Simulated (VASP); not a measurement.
Write the native input for VASP 6.6.1 that does the following.

```yaml
Task: single point
Functional: PBE
Potentials_or_basis: VASP PAW PBE potentials, release 64 (Ca_sv)
Cutoff: 520 eV
k_mesh: 14 × 14 × 14
Occupations: gaussian, width 0.15 eV
Spin: no spin polarisation
Dipole_correction: no
Further_INCAR_settings: ALGO = Normal; EDIFF = 1e-06; NBANDS = 11
```

The structure of Ca lies in POSCAR:

```
Ca
1.0
    0.0000000000      2.5706640000      2.5706640000
    2.5706640000      0.0000000000      2.5706640000
    2.5706640000      2.5706640000      0.0000000000
Ca
1
Direct
    0.0000000000      0.0000000000      0.0000000000
```

This cell differs from its parent crystal: strain -0.080 along x and y, -0.080 along z.

These files were run (other wordings do the same):

INCAR

```
SYSTEM = Ca
PREC = Accurate ; ENCUT = 520
EDIFF = 1E-6 ; ISMEAR = 0
SIGMA = 0.15 ; LREAL = .False.
LASPH = .True. ; NELM = 80
ALGO = Normal ; ISIF = 2
LWAVE = .False. ; LCHARG = .False.
GGA = PE ; NBANDS = 11
```

KPOINTS

```
regular mesh
0
Gamma
  14 14 14
  0 0 0
```

Potentials or basis: VASP PAW PBE potentials, release 64 (Ca_sv).

Run with:

```bash
$ cat potpaw_PBE.64/Ca_sv/POTCAR > POTCAR
$ mpirun -np 1 vasp_std > vasp.out
```

It gave:

```
Pressure               : 5.3 GPa
Band gap on the k mesh : zero (bands 5 and 6 overlap by 0.03 eV)
```

Caveat: the cell differs from its parent crystal (strain -0.080 along x and y, -0.080 along z); the cell stands under pressure.

It took 18 s on 1 thread of Intel(R) Xeon(R) Platinum 8559C (Emerald Rapids), with other jobs on the host, peak memory 0.18 GiB.
